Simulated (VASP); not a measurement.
Here is a VASP 6.6.1 calculation.

File POSCAR:

```
AlN
1.0
    3.1046543034      0.0000000000      0.0000000000
   -1.5523271517      2.6887094967      0.0000000000
    0.0000000000      0.0000000000      4.9676254469
Al N
2 2
Direct
    0.3333333333      0.6666666667     -0.0000388596
    0.6666666667      0.3333333333      0.4999611404
    0.3333333333      0.6666666667      0.3820388596
    0.6666666667      0.3333333333      0.8820388596
```

Contents of INCAR.step1:

```
SYSTEM = AlN
PREC = Accurate
ENCUT = 520
EDIFF = 1E-5
ISMEAR = 0
SIGMA = 0.01
LREAL = .FALSE.
LASPH = .TRUE.
NELM = 100
ALGO = Normal
ISIF = 2
LWAVE = .TRUE.
NBANDS = 16
GGA = PE
```

INCAR.step2

```
SYSTEM = AlN
PREC = Accurate
ENCUT = 520
EDIFF = 1E-6
ISMEAR = 0
SIGMA = 0.01
LREAL = .FALSE.
LASPH = .TRUE.
NELM = 100
ALGO = Normal
ISIF = 2
LWAVE = .FALSE.
LCHARG = .TRUE.
GGA = PE
LHFCALC = .TRUE.
AEXX = 0.25
PRECFOCK = Normal
LELF = .TRUE.
LVHAR = .TRUE.
NBANDS = 16
ISTART = 1
```

Contents of KPOINTS:

```
Automatic mesh
0
G
  6 6 4
  0 0 0
```

Potentials or basis: VASP PAW PBE potentials, release 64 (Al, N).

The run is started by

```console
$ cat potpaw_PBE.64/Al/POTCAR potpaw_PBE.64/N/POTCAR > POTCAR
$ cp INCAR.step1 INCAR
$ mpirun -np 1 vasp_std > vasp.out
$ cp INCAR.step2 INCAR
$ mpirun -np 1 vasp_std > vasp.out
```

Question: Estimate the pressure.

Answer: -0.1 GPa.

Question: Estimate the band gap on the k mesh.

Answer: 6.36 eV.

Question: Estimate the largest force.

Answer: 0.005 eV/Å.

Forces on the atoms (eV/Å):
```
Al   0.000  0.000  0.005
Al   0.000  0.000  0.005
N    0.000  0.000 -0.005
N    0.000  0.000 -0.005
```

Caveat: the PAW data sets were made with another functional, which shifts forces and pressure a little.
